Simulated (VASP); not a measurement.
The system is Sc.

```
Sc
1.0
     3.30900    0.00000    0.00000
    -1.65450    2.86568    0.00000
     0.00000    0.00000    5.27330
Sc
2
Direct
  0.33333 0.66667 0.25000
  0.66667 0.33333 0.75000
```

* Program: VASP 6.6.1
* Task: relaxation of volume and atoms at fixed shape
* Functional: PBEsol
* Potentials or basis: VASP PAW PBE potentials, release 64 (Sc_sv)
* Cutoff: 600 eV
* k mesh: 9 × 9 × 5
* Occupations: methfessel-paxton, width 0.05 eV
* Spin: no spin polarisation

At the start: pressure -2.8 GPa; volume 25.00 Å³/atom.

Where does the relaxation end?

Over 3 steps the energy falls by 11.7 meV/atom and the volume is 23.70 Å³/atom (-5.2 %); space group P6_3/mmc (No. 194, to 0.1 Å) before and after.

The path:
```
step  energy change (eV)  largest force (eV/Å)  pressure (GPa)  volume (Å³)
   1              0.0000                0.0000           -2.80        50.00
   2             -0.0225                0.0000            0.63        46.90
   3             -0.0235                0.0000            0.00        47.41
```

Final structure:
```cif
data_structure
_symmetry_space_group_name_H-M 'P 1'
_symmetry_Int_Tables_number 1
_cell_length_a 3.2507
_cell_length_b 3.2507
_cell_length_c 5.1804
_cell_angle_alpha 90.000
_cell_angle_beta 90.000
_cell_angle_gamma 120.000
_cell_volume 47.41
loop_
_atom_site_label
_atom_site_type_symbol
_atom_site_fract_x
_atom_site_fract_y
_atom_site_fract_z
_atom_site_occupancy
Sc1 Sc 0.33333 0.66667 0.25000 1
Sc2 Sc 0.66667 0.33333 0.75000 1
```

Caveat: the PAW data sets were made with another functional, which shifts forces and pressure a little.
